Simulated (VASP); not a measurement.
SnTe:

```
Sn Te
1.0
     0.00000    3.15085    3.15085
     3.15085    0.00000    3.15085
     3.15085    3.15085    0.00000
Sn Te
1 1
Cartesian
  0.0000 0.0000 0.0000
  3.1509 3.1509 3.1509
```

Base run:

* Program: VASP 6.6.1
* Functional: PBEsol
* Potentials or basis: VASP PAW PBE potentials, release 64 (Sn_d, Te)
* Cutoff: 520 eV
* k mesh: 6 × 6 × 6
* Occupations: methfessel-paxton, width 0.02 eV
* Spin: no spin polarisation

Its results: band gap on the k mesh 0.14 eV, direct; pressure -0.4 GPa.

Question: The run is repeated on the same cell with these changes: functional from PBEsol to PBE. What comes out?

Answer: Band gap on the k mesh 0.10 eV, direct; pressure 2.2 GPa.

PBE binds less tightly than PBEsol, so the same cell stands under more pressure.

Caveats: spin-orbit coupling is left out, which moves the levels of the heavy elements; the PAW data sets were made with another functional, which shifts forces and pressure a little (some runs).

A k mesh can miss the band edges.
